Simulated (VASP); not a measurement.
Set up this calculation in VASP 6.6.1, as the native input.

- Task: single point
- Functional: PBE
- Potentials or basis: VASP PAW PBE potentials, release 64 (Mg, Ge_d, N)
- Cutoff: 600 eV
- k mesh: 14 × 14 × 14
- Occupations: gaussian, width 0.01 eV
- Spin: no spin polarisation
- Dipole correction: no
- Further INCAR settings: ALGO = Normal; EDIFF = 1e-06; NBANDS = 22

The structure of Mg2GeN2 lies in POSCAR:

```
Mg2GeN2
1.0
   -1.5037803421      2.1570250563      4.5837290460
    1.5037803421     -2.1570250563      4.5837290460
    1.5037803421      2.1570250563     -4.5837290460
Mg Ge N
2 1 2
Direct
    0.6702905463      0.6702905463      0.0000000000
    0.3297094537      0.3297094537      0.0000000000
    0.0000000000      0.0000000000      0.0000000000
    0.1528446155      0.6528446155      0.5000000000
    0.8471553845      0.3471553845      0.5000000000
```

These files were run (other wordings do the same):

INCAR

```
SYSTEM = Mg2GeN2
ALGO = Normal
EDIFF = 1E-6
ENCUT = 600
GGA = PE
GGA_COMPAT = .False.
ISIF = 2
ISMEAR = 0
LASPH = .True.
LCHARG = .False.
LREAL = .False.
LWAVE = .False.
NBANDS = 22
NELM = 120
PREC = Accurate
SIGMA = 0.01
```

KPOINTS

```
k-points
0
Gamma
  14 14 14
  0 0 0
```

Potentials or basis: VASP PAW PBE potentials, release 64 (Mg, Ge_d, N).

The run is started by

```console
$ cat potpaw_PBE.64/Mg/POTCAR potpaw_PBE.64/Ge_d/POTCAR potpaw_PBE.64/N/POTCAR > POTCAR
$ mpirun -np 1 vasp_std > vasp.out
```

It gave:

* Pressure: -0.4 GPa
* Largest force: 0.023 eV/Å
* Band gap on the k mesh: 0.17 eV (least direct gap 0.35 eV)

It took 28 min on 1 thread of Intel Xeon 8259CL (shared host), peak memory 0.81 GiB.
